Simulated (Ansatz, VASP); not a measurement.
**NaH in VASP and in Ansatz**

```
CELL_PARAMETERS angstrom
0.00000 2.26655 2.35925
2.26655 0.00000 2.35925
2.26655 2.26655 0.00000
ATOMIC_POSITIONS crystal
Na 0.00000 0.00000 0.00000
H 0.50000 0.50000 0.50000
```

Alike in both runs: task single point; functional r2SCAN; k mesh 10 × 10 × 10; occupations fermi-dirac, width 0.2 eV; no spin polarisation.

|  | VASP | Ansatz |
| --- | --- | --- |
| version | VASP 6.6.1 | Ansatz 0.2.0 |
| potentials or method | VASP PAW PBE potentials, release 64 (Na_pv, H), cutoff 520 eV | scalar-relativistic, plane waves, PAW |
| valence electrons in the cell | 8 | 10 |

Ansatz gave:

```
gap on the k mesh at the Fermi level (eV)                     : 4.63
least direct gap on the mesh (eV)                             : 5.51
pressure (GPa)                                                : 4.1
traceless stress, the component that is largest in VASP (GPa) : -1.60
```

Question: Which values does VASP return?

Answer: gap on the k mesh at the Fermi level (eV): 4.64; least direct gap on the mesh (eV): 5.53; pressure (GPa): 3.9; traceless stress, the component that is largest in VASP (GPa): -1.56.

VASP's potentials were made for PBE, not for r2SCAN. VASP's potentials hold 8 valence electrons a cell and Ansatz's 10, so a difference there can come from the potentials and not from the codes.
